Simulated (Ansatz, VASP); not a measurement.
# Si7Ge: VASP beside Ansatz

```
CELL_PARAMETERS angstrom
5.45918 0.00000 0.00000
0.00000 4.91326 0.00000
0.00000 0.00000 5.45918
ATOMIC_POSITIONS crystal
Si 0.25260 0.25260 0.25260
Si 0.00000 0.50000 0.50000
Si 0.50000 0.50000 0.00000
Si 0.50000 0.00000 0.50000
Si 0.74740 0.25260 0.74740
Si 0.74740 0.74740 0.25260
Si 0.25260 0.74740 0.74740
Ge 0.00000 0.00000 0.00000
```

Change from the starting cell: strain -0.1000 x Voigt [0, 1, 0, 0, 0, 0], atoms carried along.

Alike in both runs: task single point; functional PBEsol; k mesh 6 × 6 × 6; occupations gaussian, width 0.03 eV; no spin polarisation.

```csv
,VASP,Ansatz
version,VASP 6.6.1,Ansatz 0.2.0
potentials or method,"VASP PAW PBE potentials, release 64 (Si, Ge_d), cutoff 520 eV","scalar-relativistic, plane waves, PAW"
valence electrons in the cell,42,42
```

```csv
,VASP,Ansatz,Ansatz less VASP
gap on the k mesh at the Fermi level (eV),none,none,-
pressure (GPa),11.3,11.2,-0.10
"traceless stress, the component that is largest in VASP (GPa)",4.34,4.36,+0.020
rms of the force components (eV/Å),0.021,0.023,+0.0013
```

VASP's potentials were made for PBE, not for PBEsol. Atom by atom the forces differ by 0.005 eV/Å (rms over components). A gap of «none» marks a metal or a gap that the smearing closes. The functional is the same, so the differences come from potentials, cutoffs and numerics.
